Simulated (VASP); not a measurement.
# Ge (P6/mmm) in VASP: notebook

The runs below take Ge through single point, with revPBE.

All numbers are computed with VASP 6.6.1; they aren't measurements. Logs are shortened: lines on timing, memory, paths and dates and some standing lists are left out, and cuts for length are marked.

### Step 1. The cell of the first run

It takes space group P6/mmm (No. 191, hexagonal). Conventional cell: a = 5.064 Å, b = 5.064 Å, c = 2.878 Å, α = 90.00°, β = 90.00°, γ = 120.00°. Within 3.8 Å of Ge (site symmetry 6/mmm) lie 14 Ge at 2.88 to 3.26 Å. Ge (site symmetry -6m2) has 11 Ge at 2.88 to 3.26 Å within 3.8 Å.

This isn't the form of Ge at room conditions, which is diamond.

### Step 2. Single point, revPBE (21.31 Å³/atom)

INCAR

```
SYSTEM = Ge
PREC = Accurate
ENCUT = 520
EDIFF = 1E-7
ISMEAR = -1
SIGMA = 0.1
LREAL = .FALSE.
LASPH = .TRUE.
NELM = 80
ALGO = Normal
ISIF = 2
LWAVE = .FALSE.
LCHARG = .FALSE.
GGA = RE
NBANDS = 28
```

KPOINTS

```
Automatic mesh
0
G
  8 8 13
  0 0 0
```

POSCAR

```
Ge
1.0
    5.0644879041      0.0000000000      0.0000000000
   -2.5322439520      4.3859751821      0.0000000000
    0.0000000000      0.0000000000      2.8775827657
Ge
3
Direct
    0.0000000000      1.0000000000      0.0000000000
    0.3333333333      0.6666666667      0.5000000000
    0.6666666667      0.3333333333      0.5000000000
```

Potentials or basis: VASP PAW PBE potentials, release 64 (Ge_d).

Command:

```
cat potpaw_PBE.64/Ge_d/POTCAR > POTCAR
mpirun -np 1 vasp_std > vasp.out
```

OUTCAR:

```text
SYSTEM = Ge
   PREC = Accurate
   ENCUT = 520
   EDIFF = 1E-7
   ISMEAR = -1
   LREAL = .FALSE.
   LASPH = .TRUE.
   NELM = 80
   ISIF = 2
   GGA = RE

 ion  position               nearest neighbor table
   1  0.000  0.000  0.000-
   2  0.333  0.667  0.500-
   3  0.667  0.333  0.500-

  LATTYP: Found a hexagonal cell.
 ALAT       =     5.0644879041
 C/A-ratio  =     0.5681882986

  Lattice vectors:

 A1 = (   5.0644879041,   0.0000000000,   0.0000000000)
 A2 = (  -2.5322439520,   4.3859751821,   0.0000000000)
 A3 = (   0.0000000000,   0.0000000000,   2.8775827657)

Analysis of symmetry for initial positions (statically):
=====================================================================
 Subroutine PRICEL returns:
 Original cell was already a primitive cell.

 Routine SETGRP: Setting up the symmetry group for a
 hexagonal supercell.

 Subroutine GETGRP returns: Found 24 space group operations
 (whereof 24 operations were pure point group operations)
 out of a pool of 24 trial point group operations.

The static configuration has the point symmetry D_6h.

Analysis of symmetry for dynamics (positions and initial velocities):
=====================================================================
 Subroutine PRICEL returns:
 Original cell was already a primitive cell.

 Routine SETGRP: Setting up the symmetry group for a
 hexagonal supercell.

 Subroutine GETGRP returns: Found 24 space group operations
 (whereof 24 operations were pure point group operations)
 out of a pool of 24 trial point group operations.

The dynamic configuration has the point symmetry D_6h.

 Subroutine INISYM returns: Found 24 space group operations
 (whereof 24 operations are pure point group operations),
 and found     1 'primitive' translations

----------------------------------------------------------------------------------------

                                     Primitive cell

  volume of cell :      63.9189

  direct lattice vectors                    reciprocal lattice vectors
     5.064487904  0.000000000  0.000000000     0.197453330  0.113999733  0.000000000
    -2.532243952  4.385975182  0.000000000     0.000000000  0.227999466  0.000000000
     0.000000000  0.000000000  2.877582766     0.000000000  0.000000000  0.347513897

  length of vectors
     5.064487904  5.064487904  2.877582766     0.227999466  0.227999466  0.347513897

  position of ions in fractional coordinates (direct lattice)
     0.000000000  0.000000000  0.000000000
     0.333333333  0.666666667  0.500000000
     0.666666667  0.333333333  0.500000000

  ion indices of the primitive-cell ions
   primitive index   ion index
                 1           1
                 2           2
                 3           3

----------------------------------------------------------------------------------------

 KPOINTS: Automatic mesh

Automatic generation of k-mesh.
 Grid dimensions read from file:
 generate k-points for:    8    8   13

 Generating k-lattice:

  Cartesian coordinates                     Fractional coordinates (reciprocal lattice)
     0.024681666  0.014249967  0.000000000     0.125000000  0.000000000  0.000000000
     0.000000000  0.028499933  0.000000000     0.000000000  0.125000000  0.000000000
     0.000000000  0.000000000  0.026731838     0.000000000  0.000000000  0.076923077

  Length of vectors
     0.028499933  0.028499933  0.026731838

  Shift w.r.t. Gamma in fractional coordinates (k-lattice)
     0.000000000  0.000000000  0.000000000

 Subroutine IBZKPT returns following result:
 ===========================================

 Found     70 irreducible k-points:

 Following reciprocal coordinates:
            Coordinates               Weight
  0.000000  0.000000  0.000000      1.000000
  0.125000  0.000000  0.000000      6.000000
  0.250000  0.000000  0.000000      6.000000
  0.375000  0.000000  0.000000      6.000000
  0.500000  0.000000  0.000000      3.000000
  0.125000  0.125000  0.000000      6.000000
[... 16 lines left out ...]
  0.250000  0.000000  0.153846     12.000000
  0.375000  0.000000  0.153846     12.000000
 [... further k-points ...]
   k-points           NKPTS =     70   k-points in BZ     NKDIM =     70   number of bands    NBANDS=     28
   number of dos      NEDOS =    301   number of ions     NIONS =      3
   total plane-waves  NPLWV =  38400
   dimension x,y,z NGX =    40 NGY =   40 NGZ =   24
   dimension x,y,z NGXF=    80 NGYF=   80 NGZF=   48
   ions per type =               3
   NGX,Y,Z   is equivalent  to a cutoff of  13.13, 13.13, 13.87 a.u.
   NGXF,Y,Z  is equivalent  to a cutoff of  26.26, 26.26, 27.73 a.u.
 SYSTEM =  Ge
   PREC   = accura    normal or accurate (medium, high low for compatibility)
   ISTART =      0    job   : 0-new  1-cont  2-samecut
   ICHARG =      2    charge: 1-file 2-atom 10-const
   ISPIN  =      1    spin polarized calculation?
   LNONCOLLINEAR =      F non collinear calculations
   LSORBIT =      F    spin-orbit coupling
   LASPH  =      T    aspherical Exc in radial PAW
   ENCUT  =  520.0 eV  38.22 Ry    6.18 a.u.   9.42  9.42  5.35*2*pi/ulx,y,z
   NELM   =     80;   NELMIN=  2; NELMDL= -5     # of ELM steps
   EDIFF  = 0.1E-06   stopping-criterion for ELM
   LREAL  =      F    real-space projection
   EDIFFG = 0.1E-05   stopping-criterion for IOM
   NSW    =      0    number of steps for IOM
   IBRION =     -1    ionic relax: 0-MD 1-quasi-New 2-CG
   NFREE  =      0    steps in history (QN), initial steepest desc. (CG)
   ISIF   =      2    stress and relaxation
   ISYM   =      2    0-nonsym 1-usesym 2-fastsym
   POTIM  = 0.5000    time-step for ionic-motion
   TEBEG  =    0.0;   TEEND  =   0.0 temperature during run
   PSTRESS=    0.0 pullay stress
   NELECT =      42.0000    total number of electrons
   NUPDOWN=      -1.0000    fix difference up-down
   EMIN   =  10.00;   EMAX   =-10.00  energy-range for DOS
   EFERMI =   0.00;   METHOD = LEGACY
   ISMEAR =    -1;   SIGMA  =   0.10  broadening in eV -4-tet -1-fermi 0-gaus
   EFERMI_NEDOS =   21; number of points for ismear=-14 and -15
   IALGO  =     38    algorithm
   IMIX   =      4    mixing-type and parameters
     AMIX     =   0.40;   BMIX     =  1.00
     AMIX_MAG =   1.60;   BMIX_MAG =  1.00
  volume/ion in A,a.u.               =      21.31       143.78
  Fermi-wavevector in a.u.,A,eV,Ry     =   1.423251  2.689554 27.560542  2.025643
  Thomas-Fermi vector in A             =   2.543868
   LORBIT       =      0    0 simple, 1 ext, 2 COOP (PROOUT), +10 PAW based schemes
   GGA     = RE    functional components
   LHFCALC =     F    Hartree Fock is set to
   AEXX    =    0.0000 exact exchange contribution
   IVDW    =     0    specifies the selected vdW correction
   LEPSILON=     F    determine dielectric tensor
   LRPA    =     F    only Hartree local field effects (RPA)
 non-spin polarized calculation
  energy-cutoff  :      520.00
  volume of cell :       63.92
 maximum number of plane-waves:      1751
 NGX is ok and might be reduce to    40
   NGX = 19   NGY = 19   NGZ = 11

 number of electron      42.0000001 magnetization

 Free energy of the ion-electron system (eV)
  ---------------------------------------------------
  ext. energy  EPLUGINS =         0.00000000
  ---------------------------------------------------
  free energy    TOTEN  =       -11.62568867 eV

  energy without entropy =      -11.57818146  energy(sigma->0) =      -11.60193507

 E-fermi :   5.5593     XC(G=0): -10.6172

 val. band max:        5.4712068618   @ k =   0.0000   0.0000   0.3846
 cond. band min:       5.5677505650   @ k =   0.2500   0.0000   0.1538
 fundamental gap:      0.0965437032
 Fermi energy:         5.5592870015

 k-point     1 :       0.0000    0.0000    0.0000
  band No.  band energies     occupation
      1     -19.3399      2.00000
      2     -19.2996      2.00000
      3     -19.2996      2.00000
      4     -19.2566      2.00000
      5     -19.2566      2.00000
      6     -19.1190      2.00000
[... 20 lines left out ...]
     27      14.5929      0.00000
     28      14.7351      0.00000

 k-point     2 :       0.1250    0.0000    0.0000
  band No.  band energies     occupation
      1     -19.3399      2.00000
      2     -19.2997      2.00000
      3     -19.2997      2.00000
      4     -19.2566      2.00000
      5     -19.2565      2.00000
      6     -19.1183      2.00000
[... 20 lines left out ...]
     27      14.4131      0.00000
     28      14.5685      0.00000

 k-point     3 :       0.2500    0.0000    0.0000
  band No.  band energies     occupation
      1     -19.3397      2.00000
      2     -19.3001      2.00000
      3     -19.3001      2.00000
      4     -19.2568      2.00000
      5     -19.2564      2.00000
      6     -19.1163      2.00000
[... 20 lines left out ...]
     27      14.2778      0.00000
     28      14.7039      0.00000

 k-point     4 :       0.3750    0.0000    0.0000
  band No.  band energies     occupation
      1     -19.3395      2.00000
      2     -19.3006      2.00000
      3     -19.3004      2.00000
      4     -19.2569      2.00000
      5     -19.2562      2.00000
      6     -19.1130      2.00000
[... 20 lines left out ...]
     27      14.0645      0.00000
     28      14.9651      0.00000

 k-point     5 :       0.5000    0.0000    0.0000
  band No.  band energies     occupation
      1     -19.3394      2.00000
      2     -19.3009      2.00000
      3     -19.3006      2.00000
      4     -19.2569      2.00000
      5     -19.2561      2.00000
      6     -19.1102      2.00000
[... 20 lines left out ...]
     27      13.8059      0.00000
     28      13.9869      0.00000

 k-point     6 :       0.1250    0.1250    0.0000
  band No.  band energies     occupation
      1     -19.3397      2.00000
      2     -19.3000      2.00000
      3     -19.2999      2.00000
      4     -19.2567      2.00000
      5     -19.2564      2.00000
      6     -19.1169      2.00000
[... 463 lines left out ...]
      5     -19.2666      2.00000
      6     -19.0934      2.00000
[... 20 lines left out ...]
     27      12.8349      0.00000
     28      16.7268      0.00000

 k-point    22 :       0.1250    0.0000    0.1538
  band No.  band energies     occupation
      1     -19.3133      2.00000
      2     -19.2991      2.00000
      3     -19.2991      2.00000
      4     -19.2666      2.00000
      5     -19.2666      2.00000
      6     -19.0929      2.00000
[... 20 lines left out ...]
     27      12.5376      0.00000
     28      16.6205      0.00000

 k-point    23 :       0.2500    0.0000    0.1538
  band No.  band energies     occupation
      1     -19.3132      2.00000
      2     -19.2993      2.00000
      3     -19.2992      2.00000
      4     -19.2666      2.00000
      5     -19.2664      2.00000
      6     -19.0915      2.00000
[... 20 lines left out ...]
     27      11.6480      0.00000
     28      15.8879      0.00000

 k-point    24 :       0.3750    0.0000    0.1538
  band No.  band energies     occupation
      1     -19.3131      2.00000
      2     -19.2994      2.00000
      3     -19.2993      2.00000
      4     -19.2666      2.00000
      5     -19.2661      2.00000
      6     -19.0896      2.00000
[... 20 lines left out ...]
     27      11.0523      0.00000
     28      15.1946      0.00000

 [... further k-points ...]
[... 5 lines left out ...]
  --------------------------------------------------------------------------------------
  -------------------------------------------------------------------------------------
  Total       -1.6587552     -1.6587552     -1.3382548     -0.0000000      0.0000000      0.0000000
  in kB      -41.5779755    -41.5779755    -33.5443876     -0.0000000      0.0000000      0.0000000
  external PRESSURE =     -38.9001129 kB  Pullay stress =       0.0000000 kB

 VOLUME and BASIS-vectors are now :
 -----------------------------------------------------------------------------
  energy-cutoff  :      520.00
  volume of cell :       63.92
      direct lattice vectors                 reciprocal lattice vectors
     5.064487904  0.000000000  0.000000000     0.197453330  0.113999733  0.000000000
    -2.532243952  4.385975182  0.000000000     0.000000000  0.227999466  0.000000000
     0.000000000  0.000000000  2.877582766     0.000000000  0.000000000  0.347513897

 POSITION                                       TOTAL-FORCE (eV/Angst)
 -----------------------------------------------------------------------------------
      0.00000      0.00000      0.00000        -0.000000      0.000000      0.000000
     -0.00000      2.92398      1.43879        -0.000000      0.000000      0.000000
      2.53224      1.46199      1.43879         0.000000     -0.000000     -0.000000
 -----------------------------------------------------------------------------------
    total drift:                               -0.000000      0.000000      0.000000

  FREE ENERGIE OF THE ION-ELECTRON SYSTEM (eV)
  ---------------------------------------------------
  free  energy   TOTEN  =       -11.6256886725 eV

  energy  without entropy=      -11.5781814636  energy(sigma->0) =      -11.60193507
```

Wall time 1.7 min (1 thread of Intel Xeon Platinum 8259CL at 2.50GHz (Skylake/Cascade Lake), shared host); peak memory 0.23 GiB.

Results:

- Free energy: -11.6257 eV
- Pressure: -3.9 GPa
- Band gap on the k mesh: zero (bands 21 and 22 overlap by 4.17 eV)

Levels at points of the mesh, in eV from the Fermi level:
```csv
k point,band 19,band 20,band 21,band 22,band 23,band 24
"(0.00, 0.00, 0.00)",-2.80,-2.80,-2.71,-2.71,4.90,7.53
"(0.50, 0.00, 0.00)",-4.73,0.64,0.74,2.61,2.94,4.06
```

Caveat: the cell stands under tension; the PAW data sets were made with another functional, which shifts forces and pressure a little.

### Step 3. Single point, revPBE (22.10 Å³/atom)

This run uses another cell than the first one, of 22.10 Å³/atom.

INCAR

```
PREC = Accurate
ENCUT = 520
EDIFF = 1E-6
ISMEAR = -1
SIGMA = 0.1
LREAL = False
LASPH = True
NELM = 60
ALGO = Normal
ISIF = 2
LWAVE = False
LCHARG = False
GGA = RE
NBANDS = 28
```

KPOINTS

```
Automatic mesh
0
Gamma
  8 8 13
```

POSCAR

```
Ge
1.0
    5.1262560393      0.0000000000      0.0000000000
   -2.5631280196      4.4394679563      0.0000000000
    0.0000000000      0.0000000000      2.9126786973
Ge
3
Direct
    0.0000000000      1.0000000000      0.0000000000
    0.3333333333      0.6666666667      0.5000000000
    0.6666666667      0.3333333333      0.5000000000
```

Potentials or basis: VASP PAW PBE potentials, release 64 (Ge_d).

Command:

```
cat potpaw_PBE.64/Ge_d/POTCAR > POTCAR
mpirun -np 1 vasp_std > vasp.out
```

Wall time 94 s (1 thread of Intel Xeon Platinum 8259CL at 2.50GHz (Skylake/Cascade Lake), shared host); peak memory 0.23 GiB.

Results (log left out):

```yaml
Free_energy: -11.5585 eV
Pressure: -5.5 GPa
Band_gap_on_the_k_mesh: zero (bands 21 and 22 overlap by 4.04 eV)
```

Stress tensor (GPa, compression positive):
```
-5.72  0.00  0.00
 0.00 -5.72  0.00
 0.00  0.00 -5.05
```

Levels at points of the mesh, in eV from the Fermi level:
```tsv
k point	band 17	band 18	band 19	band 20	band 21	band 22	band 23	band 24	band 25	band 26
(0.00, 0.00, 0.00)	-6.85	-6.57	-2.67	-2.67	-2.58	-2.58	4.74	7.22	7.22	8.55
(0.50, 0.00, 0.00)	-10.08	-7.62	-4.54	0.57	0.66	2.56	2.90	3.92	6.33	6.45
```

Caveat: the cell stands under tension; the PAW data sets were made with another functional, which shifts forces and pressure a little.

The gap in the log of VASP goes by the Fermi energy; the results here count the filled bands.